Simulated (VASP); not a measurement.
# GaN (P6_3mc) in VASP: settings compared

GaN is run at these levels: PBE, PBEsol; tasks: dielectric tensor, vibrations by perturbation theory.

Everything below comes from runs of VASP 6.6.1. Logs are shortened: lines on timing, memory, paths and dates and some standing lists are left out, and cuts for length are marked.

## 1. The cell of the first run

Symmetry: P6_3mc, No. 186, hexagonal system. The conventional cell has a = 3.183 Å, b = 3.183 Å, c = 5.184 Å, α = 90.00°, β = 90.00°, γ = 120.00°. Ga (site symmetry 3m) has 4 N at 1.95 Å within 2.6 Å. Within 2.6 Å of N (site symmetry 3m) lie 4 Ga at 1.95 Å.

## 2. Dielectric tensor, PBE

The input, INCAR:

```
SYSTEM = GaN
PREC = Accurate ; ENCUT = 520
EDIFF = 1E-8 ; ISMEAR = 0
SIGMA = 0.01 ; LREAL = .FALSE.
LASPH = .TRUE. ; NELM = 80
ALGO = Normal ; ISIF = 2
LWAVE = .FALSE. ; LCHARG = .FALSE.
GGA = PE ; LEPSILON = .TRUE.
```

The input, KPOINTS:

```
regular mesh
0
G
  9 9 4
  0 0 0
```

The input, POSCAR:

```
GaN
1.0
    3.1831494038      0.0000000000      0.0000000000
   -1.5915747019      2.7566882477      0.0000000000
    0.0000000000      0.0000000000      5.1836255107
Ga N
2 2
Direct
    0.3333333333      0.6666666667     -0.0008868064
    0.6666666667      0.3333333333      0.4991131936
    0.3333333333      0.6666666667      0.3758868064
    0.6666666667      0.3333333333      0.8758868064
```

Potentials or basis: VASP PAW PBE potentials, release 64 (Ga_d, N).

Command:

```
cat potpaw_PBE.64/Ga_d/POTCAR potpaw_PBE.64/N/POTCAR > POTCAR
mpirun -np 1 vasp_std > vasp.out
```

OUTCAR:

```text
SYSTEM = GaN
   PREC = Accurate
   ENCUT = 520
   EDIFF = 1E-8
   ISMEAR = 0
   LREAL = .FALSE.
   LASPH = .TRUE.
   NELM = 80
   ISIF = 2
   GGA = PE
   LEPSILON = .TRUE.

 ion  position               nearest neighbor table
   1  0.333  0.667  0.999-   4 1.95   4 1.95   4 1.95   3 1.95
   2  0.667  0.333  0.499-   3 1.95   3 1.95   3 1.95   4 1.95
   3  0.333  0.667  0.376-   2 1.95   2 1.95   2 1.95   1 1.95
   4  0.667  0.333  0.876-   1 1.95   1 1.95   1 1.95   2 1.95

  LATTYP: Found a hexagonal cell.
 ALAT       =     3.1831494038
 C/A-ratio  =     1.6284581253

  Lattice vectors:

 A1 = (   3.1831494038,   0.0000000000,   0.0000000000)
 A2 = (  -1.5915747019,   2.7566882477,   0.0000000000)
 A3 = (   0.0000000000,   0.0000000000,   5.1836255107)

Analysis of symmetry for initial positions (statically):
=====================================================================
 Subroutine PRICEL returns:
 Original cell was already a primitive cell.

 Routine SETGRP: Setting up the symmetry group for a
 hexagonal supercell.

 Subroutine GETGRP returns: Found 12 space group operations
 (whereof  6 operations were pure point group operations)
 out of a pool of 24 trial point group operations.

The static configuration has the point symmetry C_3v.
 The point group associated with its full space group is C_6v.

Analysis of symmetry for dynamics (positions and initial velocities):
=====================================================================
 Subroutine PRICEL returns:
 Original cell was already a primitive cell.

 Routine SETGRP: Setting up the symmetry group for a
 hexagonal supercell.

 Subroutine GETGRP returns: Found 12 space group operations
 (whereof  6 operations were pure point group operations)
 out of a pool of 24 trial point group operations.

The dynamic configuration has the point symmetry C_3v.
 The point group associated with its full space group is C_6v.

 Subroutine INISYM returns: Found 12 space group operations
 (whereof  6 operations are pure point group operations),
 and found     1 'primitive' translations

----------------------------------------------------------------------------------------

                                     Primitive cell

  volume of cell :      45.4861

  direct lattice vectors                    reciprocal lattice vectors
     3.183149404  0.000000000  0.000000000     0.314154277  0.181377056  0.000000000
    -1.591574702  2.756688248  0.000000000     0.000000000  0.362754113  0.000000000
     0.000000000  0.000000000  5.183625511     0.000000000  0.000000000  0.192915171

  length of vectors
     3.183149404  3.183149404  5.183625511     0.362754113  0.362754113  0.192915171

  position of ions in fractional coordinates (direct lattice)
     0.333333333  0.666666667  0.999113194
     0.666666667  0.333333333  0.499113194
     0.333333333  0.666666667  0.375886806
     0.666666667  0.333333333  0.875886806

  ion indices of the primitive-cell ions
   primitive index   ion index
                 1           1
                 2           2
                 3           3
                 4           4

----------------------------------------------------------------------------------------

 KPOINTS: regular mesh

Automatic generation of k-mesh.
 Grid dimensions read from file:
 generate k-points for:    9    9    4

 Generating k-lattice:

  Cartesian coordinates                     Fractional coordinates (reciprocal lattice)
     0.034906031  0.020153006  0.000000000     0.111111111  0.000000000  0.000000000
     0.000000000  0.040306013  0.000000000     0.000000000  0.111111111  0.000000000
     0.000000000  0.000000000  0.048228793     0.000000000  0.000000000  0.250000000

  Length of vectors
     0.040306013  0.040306013  0.048228793

  Shift w.r.t. Gamma in fractional coordinates (k-lattice)
     0.000000000  0.000000000  0.000000000

 Subroutine IBZKPT returns following result:
 ===========================================

 Found     36 irreducible k-points:

 Following reciprocal coordinates:
            Coordinates               Weight
  0.000000  0.000000  0.000000      1.000000
  0.111111  0.000000  0.000000      6.000000
  0.222222  0.000000  0.000000      6.000000
  0.333333  0.000000  0.000000      6.000000
  0.444444  0.000000  0.000000      6.000000
  0.111111  0.111111  0.000000      6.000000
[... 16 lines left out ...]
  0.333333  0.222222  0.250000     24.000000
  0.333333  0.333333  0.250000      4.000000
 [... further k-points ...]
[... 17 lines left out ...]
   NELM   =     80;   NELMIN=  2; NELMDL= -5     # of ELM steps
   EDIFF  = 0.1E-07   stopping-criterion for ELM
   LREAL  =      F    real-space projection
   EDIFFG = 0.1E-06   stopping-criterion for IOM
   NSW    =      0    number of steps for IOM
   IBRION =     -1    ionic relax: 0-MD 1-quasi-New 2-CG
   NFREE  =      0    steps in history (QN), initial steepest desc. (CG)
   ISIF   =      2    stress and relaxation
   ISYM   =      2    0-nonsym 1-usesym 2-fastsym
   POTIM  = 0.5000    time-step for ionic-motion
   TEBEG  =    0.0;   TEEND  =   0.0 temperature during run
   PSTRESS=    0.0 pullay stress
   NELECT =      36.0000    total number of electrons
   NUPDOWN=      -1.0000    fix difference up-down
   EMIN   =  10.00;   EMAX   =-10.00  energy-range for DOS
   EFERMI =   0.00;   METHOD = LEGACY
   ISMEAR =     0;   SIGMA  =   0.01  broadening in eV -4-tet -1-fermi 0-gaus
   EFERMI_NEDOS =   21; number of points for ismear=-14 and -15
   IALGO  =     38    algorithm
   IMIX   =      4    mixing-type and parameters
     AMIX     =   0.40;   BMIX     =  1.00
     AMIX_MAG =   1.60;   BMIX_MAG =  1.00
  volume/ion in A,a.u.               =      11.37        76.74
  Fermi-wavevector in a.u.,A,eV,Ry     =   1.514315  2.861640 31.200200  2.293150
  Thomas-Fermi vector in A             =   2.623989
   LORBIT       =      0    0 simple, 1 ext, 2 COOP (PROOUT), +10 PAW based schemes
   GGA     = PE    functional components
   LHFCALC =     F    Hartree Fock is set to
   AEXX    =    0.0000 exact exchange contribution
   IVDW    =     0    specifies the selected vdW correction
   LEPSILON=     T    determine dielectric tensor
   LRPA    =     F    only Hartree local field effects (RPA)
 non-spin polarized calculation
 Gauss-broadening in eV      SIGMA  =   0.01
  energy-cutoff  :      520.00
  volume of cell :       45.49
 maximum number of plane-waves:      1248
 NGX is ok and might be reduce to    24
   NGX = 11   NGY = 11   NGZ = 19

--------------------------------------- Ionic step        1  -------------------------------------------

 number of electron      35.9999993 magnetization

 E-fermi :   5.4080     XC(G=0): -11.6932

 val. band max:        5.3667355563   @ k =   0.0000   0.0000   0.0000
 cond. band min:       7.3084963471   @ k =   0.0000   0.0000   0.0000
 fundamental gap:      1.9417607908
 Fermi energy:         5.4080488859

 k-point     1 :       0.0000    0.0000    0.0000
  band No.  band energies     occupation
      1     -10.6501      2.00000
      2      -9.7151      2.00000
      3      -8.0745      2.00000
      4      -8.0594      2.00000
      5      -8.0594      2.00000
      6      -7.9972      2.00000
[... 589 lines left out ...]
     21      12.5743      0.00000
     22      13.5899      0.00000

 [... further k-points ...]

  FORCE on cell =-STRESS in cart. coord.  units (eV):
  Direction    XX          YY          ZZ          XY          YZ          ZX
  --------------------------------------------------------------------------------------
  -------------------------------------------------------------------------------------
  Total        1.7609733      1.7609733      1.7928663      0.0000000      0.0000000     -0.0000000
  in kB       62.0276118     62.0276118     63.1509951      0.0000000      0.0000000     -0.0000000
  external PRESSURE =      62.4020729 kB  Pullay stress =       0.0000000 kB

 VOLUME and BASIS-vectors are now :
 -----------------------------------------------------------------------------
  energy-cutoff  :      520.00
  volume of cell :       45.49
      direct lattice vectors                 reciprocal lattice vectors
     3.183149404  0.000000000  0.000000000     0.314154277  0.181377056  0.000000000
    -1.591574702  2.756688248  0.000000000     0.000000000  0.362754113  0.000000000
     0.000000000  0.000000000  5.183625511     0.000000000  0.000000000  0.192915171

 POSITION                                       TOTAL-FORCE (eV/Angst)
 -----------------------------------------------------------------------------------
     -0.00000      1.83779      5.17903         0.000000     -0.000000      0.004809
      1.59157      0.91890      2.58722        -0.000000      0.000000      0.004809
     -0.00000      1.83779      1.94846        -0.000000      0.000000     -0.004809
      1.59157      0.91890      4.54027         0.000000     -0.000000     -0.004809
 -----------------------------------------------------------------------------------
    total drift:                               -0.000001     -0.000001     -0.001058

  FREE ENERGIE OF THE ION-ELECTRON SYSTEM (eV)
  ---------------------------------------------------
  free  energy   TOTEN  =       -24.2969918992 eV

  energy  without entropy=      -24.2969918992  energy(sigma->0) =      -24.29699190

 HEAD OF MICROSCOPIC STATIC DIELECTRIC TENSOR (INDEPENDENT PARTICLE, excluding Hartree and local field effects)
 ------------------------------------------------------
           5.937293     0.000000    -0.000000
           0.000000     5.937293     0.000000
           0.000000     0.000000     6.150767
 ------------------------------------------------------

 Free energy of the ion-electron system (eV)
  ---------------------------------------------------
  ---------------------------------------------------
  free energy    TOTEN  =        -0.65296552 eV

  energy without entropy =       -0.65296552

------------------------ aborting loop because EDIFF is reached ----------------------------------------

--------------------------------------- Ionic step        2  -------------------------------------------

------------------------ aborting loop because EDIFF is reached ----------------------------------------

--------------------------------------- Ionic step        3  -------------------------------------------

 Free energy of the ion-electron system (eV)
  ---------------------------------------------------
  ---------------------------------------------------
  free energy    TOTEN  =        -0.68211425 eV

  energy without entropy =       -0.68211425

------------------------ aborting loop because EDIFF is reached ----------------------------------------

 PIEZOELECTRIC TENSOR FIELD DIRECTION 3  (e Angst)
 -----------------------------------------------------------------------------
     1.44030  0.00000  0.00000           (  0.11458  0.00000  0.00000)
     0.00000  1.44030  0.00000           (  0.00000  0.11458  0.00000)
    -0.00000  0.00000 -2.91980           (  0.00000  0.00000 -0.23771)

 PIEZOELECTRIC TENSOR FIELD DIRECTION 3  (C/m^2)
 -----------------------------------------------------------------------------
     0.50733  0.00000  0.00000
     0.00000  0.50733  0.00000
    -0.00000  0.00000 -1.02845

 MACROSCOPIC STATIC DIELECTRIC TENSOR (including local field effects in DFT)
 ------------------------------------------------------
           5.801231     0.000000     0.000000
           0.000000     5.801231     0.000000
           0.000000     0.000000     6.030264
 ------------------------------------------------------

 PIEZOELECTRIC TENSOR (including local field effects)  for field in x, y, z        (e  Angst)
          XX          YY          ZZ          XY          YZ          ZX
  --------------------------------------------------------------------------------
  x     0.00000     0.00000     0.00000    -0.00000     0.00000     1.58011
  y     0.00000    -0.00000     0.00000     0.00000     1.58010     0.00000
  z     1.44030     1.44030    -2.91980     0.00000     0.00000     0.00000

 PIEZOELECTRIC TENSOR (including local field effects)  for field in x, y, z        (C/m^2)
          XX          YY          ZZ          XY          YZ          ZX
  --------------------------------------------------------------------------------
  x     0.00000     0.00000     0.00000    -0.00000     0.00000     0.55657
  y     0.00000    -0.00000     0.00000     0.00000     0.55657     0.00000
  z     0.50733     0.50733    -1.02845     0.00000     0.00000     0.00000

 BORN EFFECTIVE CHARGES (including local field effects) (in |e|, cummulative output)
 ---------------------------------------------------------------------------------
 ion    1
    1     2.61779     0.00000     0.00000
    2     0.00000     2.61779     0.00000
    3     0.00000    -0.00000     2.76030
 ion    2
    1     2.61779     0.00000     0.00000
    2     0.00000     2.61779     0.00000
    3     0.00000     0.00000     2.76030
 ion    3
    1    -2.61779     0.00000     0.00000
    2     0.00000    -2.61779     0.00000
    3     0.00000     0.00000    -2.76030
 ion    4
    1    -2.61779     0.00000     0.00000
    2     0.00000    -2.61779     0.00000
    3     0.00000     0.00000    -2.76030
```

Run time: 4.9 min. Hardware: 1 thread of AMD EPYC 9R45 (Zen 5), shared host; peak memory 0.32 GiB.

What came out:

```
Band gap on the k mesh                  : 1.94 eV
Electronic dielectric tensor (diagonal) : 5.80, 5.80, 6.03
Born charges (mean of the diagonal)     : Ga +2.67; N -2.67 e
```

Electronic dielectric tensor:
```
5.80 0.00 0.00
0.00 5.80 0.00
0.00 0.00 6.03
```

Born effective charge tensors (e):
atom 1, Ga
```
2.62 0.00 0.00
0.00 2.62 0.00
0.00 0.00 2.76
```
atom 2, Ga
```
2.62 0.00 0.00
0.00 2.62 0.00
0.00 0.00 2.76
```
atom 3, N
```
-2.62  0.00  0.00
 0.00 -2.62  0.00
 0.00  0.00 -2.76
```
atom 4, N
```
-2.62  0.00  0.00
 0.00 -2.62  0.00
 0.00  0.00 -2.76
```

## 3. Vibrations by perturbation theory, PBEsol

The input, INCAR:

```
SYSTEM = GaN
PREC = Accurate ; ENCUT = 520
EDIFF = 1E-8 ; ISMEAR = 0
SIGMA = 0.01 ; LREAL = .FALSE.
LASPH = .TRUE. ; NELM = 80
ALGO = Normal ; ISIF = 2
LWAVE = .FALSE. ; LCHARG = .TRUE.
GGA = PS ; IBRION = 8
NSW = 1 ; LEPSILON = .TRUE.
```

The input, KPOINTS:

```
Automatic mesh
0
G
  9 9 4
  0 0 0
```

The input, POSCAR:

```
GaN
1.0
    3.1826048381      0.0000000000      0.0000000000
   -1.5913024190      2.7562166400      0.0000000000
    0.0000000000      0.0000000000      5.1853891516
Ga N
2 2
Direct
    0.3333333333      0.6666666667     -0.0008042293
    0.6666666667      0.3333333333      0.4991957707
    0.3333333333      0.6666666667      0.3758042293
    0.6666666667      0.3333333333      0.8758042293
```

Potentials or basis: VASP PAW PBE potentials, release 64 (Ga_d, N).

Command:

```
cat potpaw_PBE.64/Ga_d/POTCAR potpaw_PBE.64/N/POTCAR > POTCAR
mpirun -np 1 vasp_std > vasp.out
```

OUTCAR:

```text
SYSTEM = GaN
   PREC = Accurate
   ENCUT = 520
   EDIFF = 1E-8
   ISMEAR = 0
   LREAL = .FALSE.
   LASPH = .TRUE.
   NELM = 80
   ISIF = 2
   GGA = PS
   IBRION = 8
   NSW = 1
   LEPSILON = .TRUE.

 ion  position               nearest neighbor table
   1  0.333  0.667  0.999-   4 1.95   4 1.95   4 1.95   3 1.95
   2  0.667  0.333  0.499-   3 1.95   3 1.95   3 1.95   4 1.95
   3  0.333  0.667  0.376-   2 1.95   2 1.95   2 1.95   1 1.95
   4  0.667  0.333  0.876-   1 1.95   1 1.95   1 1.95   2 1.95

  LATTYP: Found a hexagonal cell.
 ALAT       =     3.1826048381
 C/A-ratio  =     1.6292909159

  Lattice vectors:

 A1 = (   3.1826048381,   0.0000000000,   0.0000000000)
 A2 = (  -1.5913024190,   2.7562166400,   0.0000000000)
 A3 = (   0.0000000000,   0.0000000000,   5.1853891516)
[... 937 lines left out ...]
  4X    11.544830    0.000000   -0.000000    1.027266    0.000000   -0.000000    0.645170    0.000000    0.000000  -13.217266   -0.000000    0.000000
  4Y     0.000000   11.544830    0.000000    0.000000    1.027266    0.000000    0.000000    0.645170   -0.000000   -0.000000  -13.217266   -0.000000
  4Z     0.000000   -0.000000    4.796457    0.000000   -0.000000    6.726122    0.000000    0.000000    6.026811   -0.000000   -0.000000  -17.549390

 Eigenvectors and eigenvalues of the dynamical matrix
 ----------------------------------------------------

   1 f  =   20.304942 THz   127.579712 2PiTHz  677.299954 cm-1    83.974454 meV
             X         Y         Z           dx          dy          dz
     -0.000000  1.837478  5.181219    -0.000000   -0.000000    0.034404
      1.591302  0.918739  2.588524    -0.000000   -0.000000   -0.034404
     -0.000000  1.837478  1.948691    -0.000000    0.000000   -0.706269
      1.591302  0.918739  4.541386     0.000000   -0.000000    0.706269
[... 71 lines left out ...]
  12 f/i=    0.006603 THz     0.041487 2PiTHz    0.220248 cm-1     0.027307 meV
             X         Y         Z           dx          dy          dz
     -0.000000  1.837478  5.181219    -0.000000    0.000000    0.645403
      1.591302  0.918739  2.588524    -0.000000    0.000000    0.645403
     -0.000000  1.837478  1.948691    -0.000000    0.000000    0.288887
      1.591302  0.918739  4.541386    -0.000000    0.000000    0.288887

--------------------------------------------------------------------------------------------------------

 MACROSCOPIC STATIC DIELECTRIC TENSOR IONIC CONTRIBUTION
 ------------------------------------------------------
           4.291139     0.000000    -0.000000
           0.000000     4.291139    -0.000000
          -0.000000    -0.000000     5.215317
 ------------------------------------------------------

 ELASTIC MODULI CONTR FROM IONIC RELAXATION (kBar)
 Direction    XX          YY          ZZ          XY          YZ          ZX
 --------------------------------------------------------------------------------
 XX        -592.4515    270.8668    302.7380     -0.0000     -0.0000      0.0000
 YY         270.8668   -592.4515    302.7380     -0.0000      0.0000      0.0000
 ZZ         302.7380    302.7380   -569.9916      0.0000     -0.0000     -0.0000
 XY          -0.0000     -0.0000      0.0000   -431.6592     -0.0000      0.0000
 YZ          -0.0000      0.0000     -0.0000     -0.0000   -139.6523     -0.0000
 ZX          -0.0000      0.0000     -0.0000     -0.0000     -0.0000   -151.4034
 --------------------------------------------------------------------------------

 PIEZOELECTRIC TENSOR IONIC CONTR  for field in x, y, z        (C/m^2)
          XX          YY          ZZ          XY          YZ          ZX
  --------------------------------------------------------------------------------
  x    -0.00000     0.00000    -0.00000    -0.00000    -0.00000    -0.75845
  y    -0.00000     0.00000    -0.00000    -0.00000    -0.72842    -0.00000
  z    -0.86168    -0.86168     1.62236    -0.00000     0.00000     0.00000
```

It took 12 min on 1 thread of AMD EPYC 9R45 (Zen 5), shared host; peak memory 0.43 GiB.

Results:

```
Electronic dielectric tensor (diagonal)                 : 5.88, 5.88, 6.11
Born charges (mean of the diagonal)                     : Ga +2.65; N -2.65 e
Highest phonon frequency at Γ, LO-TO splitting left out : 677 cm⁻¹
```

Phonon frequencies in cm⁻¹ (negative: imaginary):
```tsv
q point	frequencies
(0.000, 0.000, 0.000)	0 0 0 137 137 328 518 541 541 550 550 677
```

Electronic dielectric tensor:
```
5.88 0.00 0.00
0.00 5.88 0.00
0.00 0.00 6.11
```

Born effective charge tensors (e):
atom 1, Ga
```
2.60 0.00 0.00
0.00 2.60 0.00
0.00 0.00 2.75
```
atom 2, Ga
```
2.60 0.00 0.00
0.00 2.60 0.00
0.00 0.00 2.75
```
atom 3, N
```
-2.60  0.00  0.00
 0.00 -2.60  0.00
 0.00  0.00 -2.75
```
atom 4, N
```
-2.60  0.00  0.00
 0.00 -2.60  0.00
 0.00  0.00 -2.75
```

Caveat: the PAW data sets were made with another functional, which shifts forces and pressure a little.
